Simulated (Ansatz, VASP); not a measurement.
## NaI: VASP beside Ansatz

```
Na I
1.0
     0.00000    3.21951    3.21951
     3.21951    0.00000    3.21951
     3.21951    3.21951    0.00000
Na I
1 1
Cartesian
  0.0000 0.0000 0.0000
  1.6098 1.6098 1.6098
```

Alike in both runs: task relaxation of cell and atoms; functional PBE; k mesh 10 × 10 × 10; occupations fermi-dirac, width 0.05 eV; no spin polarisation.

```csv
,VASP,Ansatz
version,VASP 6.6.1,Ansatz 0.2.0
potentials or method,"VASP PAW PBE potentials, release 64 (Na_pv, I)","PAW with Ansatz's default frozen-core files, scalar-relativistic"
plane-wave cutoff (eV),600,420
valence electrons in the cell,14,26
```

|  | VASP | Ansatz | Ansatz less VASP |
| --- | --- | --- | --- |
| relaxed volume (Å³/atom) | 45.96 | 45.94 | -0.027 |
| relaxed cell length with the largest relative difference (Å) | 5.066 | 5.065 | -0.0010 |

VASP's potentials hold 14 valence electrons a cell and Ansatz's 26, so a difference there can come from the potentials and not from the codes.

Spin-orbit coupling is off throughout. Noted on VASP's run: the volume moved by over 15 % at a fixed basis, so the end points are rough.
